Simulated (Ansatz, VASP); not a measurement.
**Ca in VASP and in Ansatz**

Contents of INCAR:

```
  PREC = Accurate
  ENCUT = 520
  EDIFF = 1E-6
  ISMEAR = 0
  SIGMA = 0.15
  LREAL = False
  LASPH = True
  NELM = 60
  ALGO = Fast
  ISIF = 2
  LWAVE = False
  LCHARG = True
  GGA = PS
  LELF = True
  LVHAR = True
  NBANDS = 11
```

File KPOINTS:

```
Automatic mesh
0
Gamma
  16 16 16
```

POSCAR

```
Ca
1.0
   -1.9568202410      1.9568202410      2.9352303615
    1.9568202410     -1.9568202410      2.9352303615
    1.9568202410      1.9568202410     -2.9352303615
Ca
1
Direct
    0.0000000000      0.0000000000      0.0000000000
```

Input for Ansatz:

```yaml
crystal:
  lattice:
    - [-1.956820241, 1.956820241, 2.9352303615]
    - [1.956820241, -1.956820241, 2.9352303615]
    - [1.956820241, 1.956820241, -2.9352303615]
  atoms:
    - { symbol: Ca, position: [0.0, 0.0, 0.0] }
basis:
  ecutwfc: 420
kpoints:
  mp_grid: { grid: [16, 16, 16] }
hamiltonian:
  xc: pbesol
scf:
  occupations: { method: gaussian, width: 0.15 }
output:
  forces: true
  stress: true
  eigenvalues: true
```

Alike in both runs: task single point; functional PBEsol; k mesh 16 × 16 × 16; occupations gaussian, width 0.15 eV; no spin polarisation.

|  | VASP | Ansatz |
| --- | --- | --- |
| version | VASP 6.6.1 | Ansatz 0.2.0 |
| potentials or method | VASP PAW PBE potentials, release 64 (Ca_sv), cutoff 520 eV | scalar-relativistic, plane waves, PAW |
| valence electrons in the cell | 10 | 10 |

```tsv
	VASP	Ansatz	Ansatz less VASP
gap on the k mesh at the Fermi level (eV)	none	none	-
pressure (GPa)	-1.6	-1.6	0.00
traceless stress, the component that is largest in VASP (GPa)	-0.37	-0.37	0.000
```

VASP's potentials were made for PBE, not for PBEsol. A gap of «none» marks a metal or a gap that the smearing closes.
